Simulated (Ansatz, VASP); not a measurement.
Two plane-wave programs on C

The input INCAR:

```
SYSTEM = C
PREC     = Accurate       ! precision mode
ENCUT    = 520            ! plane-wave cutoff, eV
EDIFF    = 1E-7           ! SCF threshold, eV
ISMEAR   = 0              ! smearing method
SIGMA    = 0.15           ! smearing width, eV
LREAL    = .False.        ! projectors in reciprocal space
LASPH    = .True.         ! aspherical terms in the spheres
NELM     = 100            ! most SCF steps
ALGO     = Normal         ! electronic algorithm
ISIF     = 2              ! what is computed and relaxed
LWAVE    = .False.        ! write WAVECAR
LCHARG   = .False.        ! write CHGCAR
GGA      = PS             ! functional
IVDW     = 12             ! dispersion correction
NBANDS   = 11             ! bands
```

KPOINTS

```
Automatic mesh
0
Gamma
  21 21 12
  0 0 0
```

The input POSCAR:

```
C
1.0
    2.3962167908      0.0000000000      0.0000000000
   -1.1981083954      2.0751846138      0.0000000000
    0.0000000000      0.0000000000      3.4412451853
C
2
Direct
    0.3380317105      0.6760634210      0.0000000000
    0.6619682895      0.3239365790      0.0000000000
```

Input for Ansatz:

```yaml
crystal:
  lattice:
    - [2.3962167908, 0.0, 0.0]
    - [-1.1981083954, 2.0751846138, 0.0]
    - [0.0, 0.0, 3.4412451853]
  atoms:
    - { symbol: C, position: [0.3380317105, 0.676063421, 0.0] }
    - { symbol: C, position: [0.6619682895, 0.323936579, 0.0] }
basis:
  ecutwfc: 520.0
kpoints:
  mp_grid: { grid: [21, 21, 12] }
hamiltonian:
  xc: pbesol
  pseudopotentials: { kind: paw, azcp: { folder: soft_1 } }
  dispersion: d3bj
scf:
  occupations: { method: gaussian, width: 0.15 }
output:
  forces: true
  stress: true
  eigenvalues: true
```

Change from the starting cell: mode 6 frozen in at +0.020 Å, equal normal strain along x, y and z -0.0250.

Alike in both runs: task single point; functional PBEsol; dispersion D3(BJ); k mesh 21 × 21 × 12; occupations gaussian, width 0.15 eV; no spin polarisation.

```csv
,VASP,Ansatz
version,VASP 6.6.1,Ansatz 0.2.0
potentials or method,"VASP PAW PBE potentials, release 64 (C), cutoff 520 eV","scalar-relativistic, plane waves, PAW"
valence electrons in the cell,8,8
```

VASP gave:

- gap on the k mesh at the Fermi level (eV): none
- pressure (GPa): 26.2
- traceless stress, the component that is largest in VASP (GPa): -25.60
- rms of the force components (eV/Å): 1.578

Q: Estimate Ansatz's values.

A: gap on the k mesh at the Fermi level (eV): none; pressure (GPa): 25.4; traceless stress, the component that is largest in VASP (GPa): -24.75; rms of the force components (eV/Å): 1.578.

VASP's potentials were made for PBE, not for PBEsol, and Ansatz warns of the same on its side. Atom by atom the forces differ by 0.001 eV/Å (rms over components). A gap of «none» marks a metal or a gap that the smearing closes.
